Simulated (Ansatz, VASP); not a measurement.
# Ag: VASP beside Ansatz

File INCAR:

```
PREC = Accurate ; ENCUT = 400
EDIFF = 1E-6 ; ISMEAR = 1
SIGMA = 0.1 ; LREAL = False
LASPH = True ; NELM = 120
ALGO = Normal ; ISIF = 2
LWAVE = False ; LCHARG = False
LDIPOL = True ; IDIPOL = 3
DIPOL = 0.5 0.5 0.663 ; GGA = PE
NBANDS = 30 ; GGA_COMPAT = False
NELMDL = -8
```

KPOINTS

```
regular mesh
0
Gamma
  21 21 1
```

POSCAR

```
Ag
1.0
    1.4602435473      2.5292160153      0.0000000000
   -2.9204870946      0.0000000000      0.0000000000
    0.0000000000      0.0000000000     29.2478019252
Ag
4
Direct
    0.0000000000      1.0000000000      0.5408314783
    0.6666666667      0.3333333333      0.6218764681
    0.3333333333      0.6666666667      0.7043818286
    0.0000000000      1.0000000000      0.7866540332
```

Input for Ansatz:

```yaml
crystal:
  lattice:
    - [1.4602435473, 2.5292160153, 0.0]
    - [-2.9204870946, 0.0, 0.0]
    - [0.0, 0.0, 29.2478019252]
  atoms:
    - { symbol: Ag, position: [0.0, 1.0, 0.5408314783] }
    - { symbol: Ag, position: [0.6666666667, 0.3333333333, 0.6218764681] }
    - { symbol: Ag, position: [0.3333333333, 0.6666666667, 0.7043818286] }
    - { symbol: Ag, position: [0.0, 1.0, 0.7866540332] }
basis:
  ecutwfc: 420
kpoints:
  mp_grid: { grid: [21, 21, 1] }
hamiltonian:
  xc: pbe
  pseudopotentials: { kind: paw, azcp: { folder: soft_1 } }
scf:
  occupations: { method: methfessel_paxton, width: 0.1 }
  n_extra_bands: 8
  max_iter: 160
output:
  forces: true
  eigenvalues: true
efield:
  axis: 3
  dipole_correction: true
```

Alike in both runs: task single point; functional PBE; k mesh 21 × 21 × 1; occupations methfessel-paxton of order 1, width 0.1 eV; no spin polarisation.

|  | VASP | Ansatz |
| --- | --- | --- |
| version | VASP 6.6.1 | Ansatz 0.2.0 |
| potentials or method | VASP PAW PBE potentials, release 64 (Ag), cutoff 400 eV | scalar-relativistic, plane waves, PAW |
| valence electrons in the cell | 44 | 76 |

```tsv
	VASP	Ansatz	Ansatz less VASP
gap on the k mesh at the Fermi level (eV)	none	none	-
rms of the force components (eV/Å)	0.046	0.047	+0.0014
```

Atom by atom the forces differ by 0.002 eV/Å (rms over components). A gap of «none» marks a metal or a gap that the smearing closes. VASP's potentials hold 44 valence electrons a cell and Ansatz's 76, so a difference there can come from the potentials and not from the codes.
